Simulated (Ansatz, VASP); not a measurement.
# One calculation of Cs, two programs

```
Cs
1.0
    -3.56492    3.56492    1.93042
     3.56492   -3.56492    1.93042
     3.56492    3.56492   -1.93042
Cs
2
Direct
  0.62500 0.87500 0.75000
  0.37500 0.12500 0.25000
```

Change from the starting cell: volume scaled by 0.4, LAPW.

Alike in both runs: task single point; functional PBE; k mesh 9 × 9 × 9; occupations fermi-dirac, width 0.08 eV; no spin polarisation.

|  | VASP | Ansatz |
| --- | --- | --- |
| version | VASP 6.6.1 | Ansatz 0.2.0 |
| potentials or method | VASP PAW PBE potentials, release 64 (Cs_sv), cutoff 520 eV | all-electron LAPW, scalar-relativistic |

```csv
,VASP,Ansatz,Ansatz less VASP
pressure (GPa),4.5,4.5,-0.07
"traceless stress, the component that is largest in VASP (GPa)",-0.61,-0.61,+0.003
```

Ansatz ran all-electron here, and VASP with PAW potentials.

Spin-orbit coupling is off throughout.
